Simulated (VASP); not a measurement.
The system is Si2Mo.

```xyz
3
Lattice="-1.6000 1.6000 3.9305 1.6000 -1.6000 3.9305 1.6000 1.6000 -3.9305" Properties=species:S:1:pos:R:3 pbc="T T T"
Si    0.0000    0.0000    2.6177
Si    0.0000    0.0000    5.2433
Mo    0.0000    0.0000    0.0000
```

| Property | Result |
| --- | --- |
| Program | VASP 6.6.1 |
| Task | relaxation of cell and atoms |
| Functional | PBE |
| Potentials or basis | VASP PAW PBE potentials, release 64 (Si, Mo_sv) |
| Cutoff | 600 eV |
| k mesh | 16 × 16 × 16 |
| Occupations | fermi-dirac, width 0.05 eV |
| Spin | no spin polarisation |

At the start: pressure 2.4 GPa; volume 13.42 Å³/atom.

Question: How do energy, volume and symmetry change on relaxing?

Answer: Over 7 steps the energy falls by 2.9 meV/atom and the volume is 13.59 Å³/atom (+1.3 %); space group I4/mmm (No. 139, to 0.1 Å) before and after.

The path:
```tsv
step	energy change (eV)	largest force (eV/Å)	pressure (GPa)	volume (Å³)
1	0.0000	0.2759	2.37	40.25
2	-0.0016	0.0897	-3.23	41.42
3	-0.0067	0.1740	-0.70	40.86
4	-0.0085	0.0129	0.14	40.74
5	-0.0085	0.0142	0.01	40.76
6	-0.0086	0.0038	0.00	40.76
7	-0.0086	0.0003	0.00	40.76
```

Final structure:
```yaml
crystal:
  lattice:
    - [-1.60877, 1.60877, 3.93712]
    - [1.60877, -1.60877, 3.93712]
    - [1.60877, 1.60877, -3.93712]
  atoms:
    - { symbol: Si, position: [0.33508, 0.33508, 0.00000] }
    - { symbol: Si, position: [0.66492, 0.66492, 0.00000] }
    - { symbol: Mo, position: [0.00000, 0.00000, 0.00000] }
```
